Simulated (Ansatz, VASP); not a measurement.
# As in VASP and in Ansatz

The input INCAR:

```
SYSTEM = As
ALGO     = Normal         ! electronic algorithm
EDIFF    = 1E-6           ! SCF threshold, eV
ENCUT    = 500            ! plane-wave cutoff, eV
GGA      = PE             ! functional
GGA_COMPAT= .FALSE.      
ISIF     = 2              ! what is computed and relaxed
ISMEAR   = 0              ! smearing method
LASPH    = .TRUE.         ! aspherical terms in the spheres
LCHARG   = .FALSE.        ! write CHGCAR
LREAL    = .FALSE.        ! projectors in reciprocal space
LWAVE    = .FALSE.        ! write WAVECAR
NBANDS   = 12             ! bands
NELM     = 120            ! most SCF steps
PREC     = Accurate       ! precision mode
SIGMA    = 0.1            ! smearing width, eV
```

Contents of KPOINTS:

```
k-points
0
G
  6 6 4
  0 0 0
```

POSCAR

```
As
1.0
    2.9655314921     -1.8820669047      0.0000000000
    2.9655314921      1.8820669047      0.0000000000
   -2.1570385810      0.0000000000      4.1143003431
As
2
Direct
    0.0640000000      0.0640000000      0.1530000000
    0.9360000000      0.9360000000      0.8470000000
```

Input for Ansatz:

```yaml
crystal:
  lattice:
    - [2.9655314921, -1.8820669047, 0.0]
    - [2.9655314921, 1.8820669047, 0.0]
    - [-2.157038581, 0.0, 4.1143003431]
  atoms:
    - { symbol: As, position: [0.064, 0.064, 0.153] }
    - { symbol: As, position: [0.936, 0.936, 0.847] }
basis:
  ecutwfc: 420
kpoints:
  mp_grid: { grid: [6, 6, 4] }
hamiltonian:
  xc: pbe
scf:
  occupations: { method: gaussian, width: 0.1 }
  lower_state_search: "off"
output:
  forces: true
  stress: true
  eigenvalues: true
```

Alike in both runs: task single point; functional PBE; k mesh 6 × 6 × 4; occupations gaussian, width 0.1 eV; no spin polarisation.

|  | VASP | Ansatz |
| --- | --- | --- |
| version | VASP 6.6.1 | Ansatz 0.2.0 |
| potentials or method | VASP PAW PBE potentials, release 64 (As), cutoff 500 eV | scalar-relativistic, plane waves, PAW |
| valence electrons in the cell | 10 | 30 |

|  | VASP | Ansatz | Ansatz less VASP |
| --- | --- | --- | --- |
| gap on the k mesh at the Fermi level (eV) | none | none | - |
| rms of the force components (eV/Å) | 96.683 | 121.656 | +24.9731 |

Atom by atom the forces differ by 24.973 eV/Å (rms over components). A gap of «none» marks a metal or a gap that the smearing closes. VASP's potentials hold 10 valence electrons a cell and Ansatz's 30, so a difference there can come from the potentials and not from the codes.

The k mesh is coarse, so the values compare programs but aren't converged.
